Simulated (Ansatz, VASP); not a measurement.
## K3I2Br in VASP and in Ansatz

File INCAR:

```
SYSTEM = K3I2Br
PREC = Accurate
ENCUT = 520
EDIFF = 1E-6
ISMEAR = 0
SIGMA = 0.05
LREAL = .False.
LASPH = .True.
NELM = 100
ALGO = Normal
ISIF = 2
LWAVE = .False.
LCHARG = .False.
GGA = CA
IBRION = 2
NSW = 50
EDIFFG = -0.01
```

KPOINTS

```
Automatic mesh
0
Gamma
  6 6 2
  0 0 0
```

POSCAR

```
K3I2Br
1.0
    4.7110565424      0.0000000000      0.0000000000
   -2.3555282712      4.0798946443      0.0000000000
    0.0000000000      0.0000000000     10.6426000000
K I Br
3 2 1
Direct
    0.0000000000      0.0000000000      0.5000000000
    0.3333333333      0.6666666667      0.1500969033
    0.6666666667      0.3333333333      0.8499030967
    0.3333333333      0.6666666667      0.6750221222
    0.6666666667      0.3333333333      0.3249778778
    0.0000000000      0.0000000000      0.0000000000
```

Input for Ansatz:

```yaml
crystal:
  lattice:
    - [4.7110565424, 0.0, 0.0]
    - [-2.3555282712, 4.0798946443, 0.0]
    - [0.0, 0.0, 10.6426]
  atoms:
    - { symbol: K, position: [0.0, 0.0, 0.5] }
    - { symbol: K, position: [0.3333333333, 0.6666666667, 0.1500969033] }
    - { symbol: K, position: [0.6666666667, 0.3333333333, 0.8499030967] }
    - { symbol: I, position: [0.3333333333, 0.6666666667, 0.6750221222] }
    - { symbol: I, position: [0.6666666667, 0.3333333333, 0.3249778778] }
    - { symbol: Br, position: [0.0, 0.0, 0.0] }
basis:
  ecutwfc: 420
kpoints:
  mp_grid: { grid: [6, 6, 2] }
hamiltonian:
  xc: lda
scf:
  occupations: { method: gaussian, width: 0.05 }
output:
  forces: true
  stress: true
  eigenvalues: true
relax:
  adjacent_minimum: "off"
  f_tol: 0.01
  max_steps: 30
```

Alike in both runs: task relaxation of the atoms; functional LDA; k mesh 6 × 6 × 2; occupations gaussian, width 0.05 eV; no spin polarisation.

```csv
,VASP,Ansatz
version,VASP 6.6.1,Ansatz 0.2.0
potentials or method,"VASP PAW LDA potentials, release 64 (K_sv, I, Br), cutoff 520 eV","scalar-relativistic, plane waves, PAW"
valence electrons in the cell,48,68
```

Ansatz gave:

- gap on the k mesh at the Fermi level, each at its own relaxed structure (eV): 4.05

Question: Estimate VASP's values.

Answer: gap on the k mesh at the Fermi level, each at its own relaxed structure (eV): 4.06.

LDA's correlation is that of Perdew and Zunger in VASP and of Perdew and Wang (1992) in Ansatz. VASP's potentials hold 48 valence electrons a cell and Ansatz's 68, so a difference there can come from the potentials and not from the codes. Ansatz's warnings: stress scf threshold loose.

Spin-orbit coupling is off throughout.
